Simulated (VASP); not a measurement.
Set up this calculation in VASP 6.6.1, as the native input.

```yaml
Task: single point
Functional: PBE
Potentials_or_basis: VASP PAW PBE potentials, release 64 (Zn, S)
Cutoff: 520 eV
k_mesh: 8 × 8 × 8
Occupations: fermi-dirac, width 0.01 eV
Spin: no spin polarisation
Dipole_correction: no
Further_INCAR_settings: ALGO = Normal; EDIFF = 1e-06; NBANDS = 16
```

The structure of ZnS lies in POSCAR:

```
ZnS
1.0
   -0.0540930000      2.6776035000      2.6776035000
    2.6776035000     -0.0540930000      2.6776035000
    2.6776035000      2.6776035000     -0.0540930000
Zn S
1 1
Direct
    0.0000000000      0.0000000000      0.0000000000
    0.7500000000      0.7500000000      0.7500000000
```

This cell differs from its parent crystal: equal xy, yz and zx shear strains of -2 %.

One way to write it, as run:

INCAR

```
SYSTEM = ZnS
PREC     = Accurate       ! precision mode
ENCUT    = 520            ! plane-wave cutoff, eV
EDIFF    = 1E-6           ! SCF threshold, eV
ISMEAR   = -1             ! smearing method
SIGMA    = 0.01           ! smearing width, eV
LREAL    = .False.        ! projectors in reciprocal space
LASPH    = .True.         ! aspherical terms in the spheres
NELM     = 80             ! most SCF steps
ALGO     = Normal         ! electronic algorithm
ISIF     = 2              ! what is computed and relaxed
LWAVE    = .False.        ! write WAVECAR
LCHARG   = .False.        ! write CHGCAR
GGA      = PE             ! functional
NBANDS   = 16             ! bands
```

KPOINTS

```
regular mesh
0
Gamma
  8 8 8
  0 0 0
```

Potentials or basis: VASP PAW PBE potentials, release 64 (Zn, S).

Run with:

```bash
$ cat potpaw_PBE.64/Zn/POTCAR potpaw_PBE.64/S/POTCAR > POTCAR
$ mpirun -np 1 vasp_std > vasp.out
```

Results of the run:

* Pressure: 1.7 GPa
* Largest force: 0.223 eV/Å
* Band gap on the k mesh: 2.03 eV, direct

Caveat: the cell differs from its parent crystal (equal xy, yz and zx shear strains of -2 %).

Wall time 20 s on 1 thread of Intel(R) Xeon(R) Platinum 8375C CPU @ 2.90GHz (Ice Lake) (shared host), peak memory 0.18 GiB.
